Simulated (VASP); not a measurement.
# BAs (F-43m) in VASP: notebook

BAs is run at these levels: PBE; tasks: single point.

Program: VASP 6.6.1. These are calculated values, not measurements. Logs are shortened: lines on timing, memory, paths and dates and some standing lists are left out, and cuts for length are marked.

### Step 1. The cell of the first run

Symmetry: F-43m, No. 216, cubic system. The conventional cell has a = 4.625 Å, b = 4.625 Å, c = 4.625 Å, α = 90.00°, β = 90.00°, γ = 90.00°. B (site symmetry -43m) has 4 As at 2.00 Å within 2.7 Å. As (site symmetry -43m) has 4 B at 2.00 Å within 2.7 Å.

### Step 2. Single point, PBE

INCAR

```
SYSTEM = BAs
PREC = Accurate ; ENCUT = 500
EDIFF = 1E-6 ; ISMEAR = 0
SIGMA = 0.1 ; LREAL = .False.
LASPH = .True. ; NELM = 120
ALGO = Normal ; ISIF = 2
LWAVE = .False. ; LCHARG = .True.
GGA = PE ; LELF = .True.
LVHAR = .True. ; NBANDS = 11
GGA_COMPAT = .False.
```

KPOINTS

```
Automatic mesh
0
Gamma
  8 8 8
  0 0 0
```

POSCAR

```
BAs
1.0
    0.0000000000      2.3126248191      2.3126248191
    2.3126248191      0.0000000000      2.3126248191
    2.3126248191      2.3126248191      0.0000000000
B As
1 1
Direct
    0.0000000000      0.0000000000      0.0000000000
    0.2500000000      0.2500000000      0.2500000000
```

Potentials or basis: VASP PAW PBE potentials, release 64 (B, As).

Started as:

```bash
cat potpaw_PBE.64/B/POTCAR potpaw_PBE.64/As/POTCAR > POTCAR
mpirun -np 1 vasp_std > vasp.out
```

OUTCAR:

```text
SYSTEM = BAs
   PREC = Accurate
   ENCUT = 500
   EDIFF = 1E-6
   ISMEAR = 0
   LREAL = .False.
   LASPH = .True.
   NELM = 120
   ISIF = 2
   GGA = PE

 ion  position               nearest neighbor table
   1  0.000  0.000  0.000-   2 2.00   2 2.00   2 2.00   2 2.00
   2  0.250  0.250  0.250-   1 2.00   1 2.00   1 2.00   1 2.00

  LATTYP: Found a face centered cubic cell.
 ALAT       =     4.6252496382

  Lattice vectors:

 A1 = (   0.0000000000,   2.3126248191,   2.3126248191)
 A2 = (   2.3126248191,   0.0000000000,   2.3126248191)
 A3 = (   2.3126248191,   2.3126248191,   0.0000000000)

Analysis of symmetry for initial positions (statically):
=====================================================================
 Subroutine PRICEL returns:
 Original cell was already a primitive cell.

 Routine SETGRP: Setting up the symmetry group for a
 face centered cubic supercell.

 Subroutine GETGRP returns: Found 24 space group operations
 (whereof 24 operations were pure point group operations)
 out of a pool of 48 trial point group operations.

The static configuration has the point symmetry T_d .

Analysis of symmetry for dynamics (positions and initial velocities):
=====================================================================
 Subroutine PRICEL returns:
 Original cell was already a primitive cell.

 Routine SETGRP: Setting up the symmetry group for a
 face centered cubic supercell.

 Subroutine GETGRP returns: Found 24 space group operations
 (whereof 24 operations were pure point group operations)
 out of a pool of 48 trial point group operations.

The dynamic configuration has the point symmetry T_d .

 Subroutine INISYM returns: Found 24 space group operations
 (whereof 24 operations are pure point group operations),
 and found     1 'primitive' translations

----------------------------------------------------------------------------------------

                                     Primitive cell

  volume of cell :      24.7369

  direct lattice vectors                    reciprocal lattice vectors
     0.000000000  2.312624819  2.312624819    -0.216204546  0.216204546  0.216204546
     2.312624819  0.000000000  2.312624819     0.216204546 -0.216204546  0.216204546
     2.312624819  2.312624819  0.000000000     0.216204546  0.216204546 -0.216204546

  length of vectors
     3.270545384  3.270545384  3.270545384     0.374477259  0.374477259  0.374477259

  position of ions in fractional coordinates (direct lattice)
     0.000000000  0.000000000  0.000000000
     0.250000000  0.250000000  0.250000000

  ion indices of the primitive-cell ions
   primitive index   ion index
                 1           1
                 2           2

----------------------------------------------------------------------------------------

 KPOINTS: Automatic mesh

Automatic generation of k-mesh.
 Grid dimensions read from file:
 generate k-points for:    8    8    8

 Generating k-lattice:

  Cartesian coordinates                     Fractional coordinates (reciprocal lattice)
    -0.027025568  0.027025568  0.027025568     0.125000000  0.000000000  0.000000000
     0.027025568 -0.027025568  0.027025568     0.000000000  0.125000000  0.000000000
     0.027025568  0.027025568 -0.027025568     0.000000000  0.000000000  0.125000000

  Length of vectors
     0.046809657  0.046809657  0.046809657

  Shift w.r.t. Gamma in fractional coordinates (k-lattice)
     0.000000000  0.000000000  0.000000000

 Subroutine IBZKPT returns following result:
 ===========================================

 Found     29 irreducible k-points:

 Following reciprocal coordinates:
            Coordinates               Weight
  0.000000  0.000000  0.000000      1.000000
  0.125000  0.000000  0.000000      8.000000
  0.250000  0.000000  0.000000      8.000000
  0.375000  0.000000  0.000000      8.000000
  0.500000  0.000000  0.000000      4.000000
  0.125000  0.125000  0.000000      6.000000
[... 16 lines left out ...]
  0.500000  0.250000  0.125000     48.000000
 -0.375000  0.250000  0.125000     24.000000
 [... further k-points ...]
   k-points           NKPTS =     29   k-points in BZ     NKDIM =     29   number of bands    NBANDS=     11
   number of dos      NEDOS =    301   number of ions     NIONS =      2
   total plane-waves  NPLWV =  13824
   dimension x,y,z NGX =    24 NGY =   24 NGZ =   24
   dimension x,y,z NGXF=    48 NGYF=   48 NGZF=   48
   ions per type =               1   1
   NGX,Y,Z   is equivalent  to a cutoff of  12.20, 12.20, 12.20 a.u.
   NGXF,Y,Z  is equivalent  to a cutoff of  24.40, 24.40, 24.40 a.u.
 SYSTEM =  BAs
   PREC   = accura    normal or accurate (medium, high low for compatibility)
   ISTART =      0    job   : 0-new  1-cont  2-samecut
   ICHARG =      2    charge: 1-file 2-atom 10-const
   ISPIN  =      1    spin polarized calculation?
   LNONCOLLINEAR =      F non collinear calculations
   LSORBIT =      F    spin-orbit coupling
   LASPH  =      T    aspherical Exc in radial PAW
   ENCUT  =  500.0 eV  36.75 Ry    6.06 a.u.   5.96  5.96  5.96*2*pi/ulx,y,z
   NELM   =    120;   NELMIN=  2; NELMDL= -5     # of ELM steps
   EDIFF  = 0.1E-05   stopping-criterion for ELM
   LREAL  =      F    real-space projection
   EDIFFG = 0.1E-04   stopping-criterion for IOM
   NSW    =      0    number of steps for IOM
   IBRION =     -1    ionic relax: 0-MD 1-quasi-New 2-CG
   NFREE  =      0    steps in history (QN), initial steepest desc. (CG)
   ISIF   =      2    stress and relaxation
   ISYM   =      2    0-nonsym 1-usesym 2-fastsym
   POTIM  = 0.5000    time-step for ionic-motion
   TEBEG  =    0.0;   TEEND  =   0.0 temperature during run
   PSTRESS=    0.0 pullay stress
   NELECT =       8.0000    total number of electrons
   NUPDOWN=      -1.0000    fix difference up-down
   EMIN   =  10.00;   EMAX   =-10.00  energy-range for DOS
   EFERMI =   0.00;   METHOD = LEGACY
   ISMEAR =     0;   SIGMA  =   0.10  broadening in eV -4-tet -1-fermi 0-gaus
   EFERMI_NEDOS =   21; number of points for ismear=-14 and -15
   IALGO  =     38    algorithm
   IMIX   =      4    mixing-type and parameters
     AMIX     =   0.40;   BMIX     =  1.00
     AMIX_MAG =   1.60;   BMIX_MAG =  1.00
  volume/ion in A,a.u.               =      12.37        83.47
  Fermi-wavevector in a.u.,A,eV,Ry     =   1.123715  2.123514 17.180569  1.262736
  Thomas-Fermi vector in A             =   2.260383
   LORBIT       =      0    0 simple, 1 ext, 2 COOP (PROOUT), +10 PAW based schemes
   GGA     = PE    functional components
   LHFCALC =     F    Hartree Fock is set to
   AEXX    =    0.0000 exact exchange contribution
   IVDW    =     0    specifies the selected vdW correction
   LEPSILON=     F    determine dielectric tensor
   LRPA    =     F    only Hartree local field effects (RPA)
 non-spin polarized calculation
 Gauss-broadening in eV      SIGMA  =   0.10
  energy-cutoff  :      500.00
  volume of cell :       24.74
 maximum number of plane-waves:       638
   NGX = 11   NGY = 11   NGZ = 11

 number of electron       7.9999999 magnetization

 Free energy of the ion-electron system (eV)
  ---------------------------------------------------
  ext. energy  EPLUGINS =         0.00000000
  ---------------------------------------------------
  free energy    TOTEN  =       -11.22516012 eV

  energy without entropy =      -11.22516012  energy(sigma->0) =      -11.22516012

 E-fermi :   7.6546     XC(G=0): -11.0083

 val. band max:        7.2410256378   @ k =   0.0000   0.0000   0.0000
 cond. band min:       8.3319117875   @ k =   0.3750   0.3750   0.0000
 fundamental gap:      1.0908861497
 Fermi energy:         7.6545889989

 k-point     1 :       0.0000    0.0000    0.0000
  band No.  band energies     occupation
      1      -9.0837      2.00000
      2       7.2410      2.00000
      3       7.2410      2.00000
      4       7.2410      2.00000
      5      10.6470      0.00000
      6      10.6470      0.00000
      7      10.6470      0.00000
      8      13.1900      0.00000
      9      17.3282      0.00000
     10      20.5953      0.00000
     11      20.5953      0.00000

 k-point     2 :       0.1250    0.0000    0.0000
  band No.  band energies     occupation
      1      -8.8043      2.00000
      2       5.1714      2.00000
      3       6.7533      2.00000
      4       6.7533      2.00000
      5      10.9980      0.00000
      6      11.2834      0.00000
      7      11.2834      0.00000
      8      14.1992      0.00000
      9      18.3859      0.00000
     10      19.1078      0.00000
     11      19.1078      0.00000

 k-point     3 :       0.2500    0.0000    0.0000
  band No.  band energies     occupation
      1      -7.9858      2.00000
      2       1.9750      2.00000
      3       5.9762      2.00000
      4       5.9762      2.00000
      5      10.8256      0.00000
      6      12.1126      0.00000
      7      12.1126      0.00000
      8      15.8053      0.00000
      9      18.7284      0.00000
     10      18.7284      0.00000
     11      19.1049      0.00000

 k-point     4 :       0.3750    0.0000    0.0000
  band No.  band energies     occupation
      1      -6.7458      2.00000
      2      -0.8473      2.00000
      3       5.4356      2.00000
      4       5.4356      2.00000
      5      10.6056      0.00000
      6      12.2170      0.00000
      7      12.2170      0.00000
      8      16.3400      0.00000
      9      19.8201      0.00000
     10      20.3994      0.00000
     11      20.3994      0.00000
[... 239 lines left out ...]
 k-point    22 :       0.3750    0.2500    0.1250
  band No.  band energies     occupation
      1      -7.2681      2.00000
      2       1.8174      2.00000
      3       3.1331      2.00000
      4       5.0339      2.00000
      5      10.5737      0.00000
      6      13.0067      0.00000
      7      13.3193      0.00000
      8      14.9474      0.00000
      9      18.5252      0.00000
     10      21.2004      0.00000
     11      22.4657      0.00000

 k-point    23 :       0.5000    0.2500    0.1250
  band No.  band energies     occupation
      1      -6.0649      2.00000
      2      -0.3883      2.00000
      3       2.4110      2.00000
      4       4.2181      2.00000
      5      11.2277      0.00000
      6      12.6294      0.00000
      7      14.1662      0.00000
      8      15.8437      0.00000
      9      19.2034      0.00000
     10      21.3019      0.00000
     11      23.6257      0.00000

 k-point    24 :      -0.3750    0.2500    0.1250
  band No.  band energies     occupation
      1      -5.2050      2.00000
      2      -1.6985      2.00000
      3       2.3107      2.00000
      4       3.8313      2.00000
      5      11.3301      0.00000
      6      12.3057      0.00000
      7      15.2525      0.00000
      8      16.8530      0.00000
      9      18.0537      0.00000
     10      22.0648      0.00000
     11      23.2064      0.00000

 [... further k-points ...]

------------------------ aborting loop because EDIFF is reached ----------------------------------------

  FORCE on cell =-STRESS in cart. coord.  units (eV):
  Direction    XX          YY          ZZ          XY          YZ          ZX
  --------------------------------------------------------------------------------------
  -------------------------------------------------------------------------------------
  Total        3.1798715      3.1798715      3.1798715     -0.0000000     -0.0000000      0.0000000
  in kB      205.9560742    205.9560742    205.9560742     -0.0000000     -0.0000000      0.0000000
  external PRESSURE =     205.9560742 kB  Pullay stress =       0.0000000 kB

 VOLUME and BASIS-vectors are now :
 -----------------------------------------------------------------------------
  energy-cutoff  :      500.00
  volume of cell :       24.74
      direct lattice vectors                 reciprocal lattice vectors
     0.000000000  2.312624819  2.312624819    -0.216204546  0.216204546  0.216204546
     2.312624819  0.000000000  2.312624819     0.216204546 -0.216204546  0.216204546
     2.312624819  2.312624819  0.000000000     0.216204546  0.216204546 -0.216204546

 POSITION                                       TOTAL-FORCE (eV/Angst)
 -----------------------------------------------------------------------------------
      0.00000      0.00000      0.00000         0.000000      0.000000      0.000000
      1.15631      1.15631      1.15631        -0.000000     -0.000000     -0.000000
 -----------------------------------------------------------------------------------
    total drift:                                0.000000      0.000000      0.000000

  FREE ENERGIE OF THE ION-ELECTRON SYSTEM (eV)
  ---------------------------------------------------
  free  energy   TOTEN  =       -11.2251601225 eV

  energy  without entropy=      -11.2251601225  energy(sigma->0) =      -11.22516012
```

Wall time 12 s (1 thread of Intel Xeon Platinum 8175M at 2.50GHz (Skylake/Cascade Lake), shared host); peak memory 0.14 GiB.

Results:

| Quantity | Value |
| --- | --- |
| Free energy | -11.2252 eV |
| Pressure | 20.6 GPa |
| Band gap on the k mesh | 1.09 eV (least direct gap 3.41 eV) |

Caveat: the cell stands under pressure. A k mesh can miss the band edges.

(Continued in part 2 of 2.)
